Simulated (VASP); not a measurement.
BiS: single point with LDA

Crystal: BiS.

```
Bi S
1.0
     4.25315    0.00000    0.00000
    -2.12658    3.68334    0.00000
     0.00000    0.00000    6.93770
Bi S
2 2
Direct
  0.00000 0.00000 0.00000
  0.00000 0.00000 0.50000
  0.33333 0.66667 0.25000
  0.66667 0.33333 0.75000
```

```
Program                : VASP 6.6.1
Task                   : single point
Functional             : LDA
Potentials or basis    : VASP PAW LDA potentials, release 64 (Bi_d, S)
Cutoff                 : 520 eV
k mesh                 : 10 × 10 × 6
Occupations            : gaussian, width 0.05 eV
Spin                   : no spin polarisation
Dipole correction      : no
Further INCAR settings : ALGO = Normal; EDIFF = 1e-06; NBANDS = 29
```

- Pressure: -4.2 GPa
- Band gap on the k mesh: zero (bands 21 and 22 overlap by 2.04 eV)

Stress tensor (GPa, compression positive):
```
-4.05  0.00  0.00
 0.00 -4.05  0.00
 0.00  0.00 -4.37
```

Levels at points of the mesh, in eV from the Fermi level:
```csv
k point,band 17,band 18,band 19,band 20,band 21,band 22,band 23,band 24,band 25,band 26
"(0.00, 0.00, 0.00)",-3.22,-2.86,-2.86,-2.35,-1.71,0.90,0.90,0.92,0.92,3.75
"(0.50, 0.00, 0.00)",-4.69,-2.87,-2.74,-2.35,-1.68,-0.32,1.38,1.99,3.05,3.61
"(0.00, 0.00, 0.50)",-3.17,-3.17,-3.11,-3.11,0.47,0.47,0.77,0.77,0.77,0.77
"(0.50, 0.00, 0.50)",-4.02,-4.02,-3.86,-3.86,0.68,0.68,1.38,1.38,1.53,1.53
```

Run time: 52 s on 1 thread of Intel(R) Xeon(R) 6975P-C (Granite Rapids), with other jobs on the host, peak memory 0.27 GiB.

Caveat: the cell stands under tension; spin-orbit coupling is left out, which moves the levels of the heavy elements.
